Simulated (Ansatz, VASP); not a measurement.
## One calculation of PbSe, two programs

Contents of INCAR:

```
PREC = Accurate
ENCUT = 520
EDIFF = 1E-6
ISMEAR = 0
SIGMA = 0.05
LREAL = F
LASPH = T
NELM = 60
ALGO = Normal
ISIF = 2
LWAVE = F
LCHARG = F
GGA = PE
IVDW = 12
NBANDS = 28
```

File KPOINTS:

```
regular mesh
0
Gamma
  8 8 6
```

The input POSCAR:

```
PbSe
1.0
    2.1548765900     -6.1339473500     -0.0460046051
    2.1548765900      6.1339473500      0.0460046051
    0.0000000000      0.0333787018      4.4504935700
Pb Se
2 2
Direct
    0.6317607300      0.3682392700      0.7500000000
    0.3682392700      0.6317607300      0.2500000000
    0.8612899600      0.1387100400      0.7500000000
    0.1387100400      0.8612899600      0.2500000000
```

Input for Ansatz:

```yaml
crystal:
  lattice:
    - [2.15487659, -6.13394735, -0.0460046051]
    - [2.15487659, 6.13394735, 0.0460046051]
    - [0.0, 0.0333787018, 4.45049357]
  atoms:
    - { symbol: Pb, position: [0.63176073, 0.36823927, 0.75] }
    - { symbol: Pb, position: [0.36823927, 0.63176073, 0.25] }
    - { symbol: Se, position: [0.86128996, 0.13871004, 0.75] }
    - { symbol: Se, position: [0.13871004, 0.86128996, 0.25] }
basis:
  ecutwfc: 420
kpoints:
  mp_grid: { grid: [8, 8, 6] }
hamiltonian:
  xc: pbe
  dispersion: d3bj
scf:
  occupations: { method: gaussian, width: 0.05 }
output:
  forces: true
  stress: true
  eigenvalues: true
```

Change from the starting cell: strain +0.0150 x Voigt [0, 0, 0, 1, 0, 0], atoms carried along.

Alike in both runs: task single point; functional PBE; dispersion D3(BJ); k mesh 8 × 8 × 6; occupations gaussian, width 0.05 eV; no spin polarisation.

```csv
,VASP,Ansatz
version,VASP 6.6.1,Ansatz 0.2.0
potentials or method,"VASP PAW PBE potentials, release 64 (Pb_d, Se), cutoff 520 eV","scalar-relativistic, plane waves, PAW"
valence electrons in the cell,40,60
```

```csv
,VASP,Ansatz,Ansatz less VASP
gap on the k mesh at the Fermi level (eV),1.08,1.09,+0.003
least direct gap on the mesh (eV),1.19,1.19,-0.001
pressure (GPa),-0.9,-0.9,-0.01
"traceless stress, the component that is largest in VASP (GPa)",-0.25,-0.25,0.000
rms of the force components (eV/Å),0.069,0.065,-0.0043
```

Atom by atom the forces differ by 0.004 eV/Å (rms over components). VASP's potentials hold 40 valence electrons a cell and Ansatz's 60, so a difference there can come from the potentials and not from the codes.

Neither program's run includes spin-orbit coupling.
